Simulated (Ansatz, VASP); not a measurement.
## Two plane-wave programs on HfSn2S6

```xyz
9
Lattice="3.6843 0.0000 0.0000 -1.8422 3.1907 0.0000 0.0000 0.0000 20.4166" Properties=species:S:1:pos:R:3 pbc="T T T"
Hf    0.0000    0.0000    0.0000
Sn    0.0000    0.0000   13.6419
Sn    0.0000    0.0000    6.7748
S     0.0000    2.1272   15.1269
S     0.0000    2.1272    1.4312
S     0.0000    2.1272    8.2598
S     1.8422    1.0636   18.9854
S     1.8422    1.0636    5.2897
S     1.8422    1.0636   12.1569
```

Alike in both runs: functional PBE; k mesh 12 × 12 × 2; occupations gaussian, width 0.02 eV; no spin polarisation.

Ansatz relaxed the structure, and its values are those at the end. VASP's run is a single point on that final structure, the one shown.

```csv
,VASP,Ansatz
version,VASP 6.6.1,Ansatz 0.2.0
potentials or method,"VASP PAW PBE potentials, release 64 (Hf_pv, Sn_d, S), cutoff 520 eV","scalar-relativistic, plane waves, PAW"
valence electrons in the cell,74,90
```

Ansatz gave:

```
gap on the k mesh at the Fermi level (eV) : 1.20
least direct gap on the mesh (eV)         : 1.76
pressure (GPa)                            : 0.0
rms of the force components (eV/Å)        : 0.003
```

Q: Estimate VASP's values.

A: gap on the k mesh at the Fermi level (eV): 1.22; least direct gap on the mesh (eV): 1.76; pressure (GPa): -0.2; rms of the force components (eV/Å): 0.018.

VASP's potentials hold 74 valence electrons a cell and Ansatz's 90, so a difference there can come from the potentials and not from the codes.

Spin-orbit coupling is off throughout.
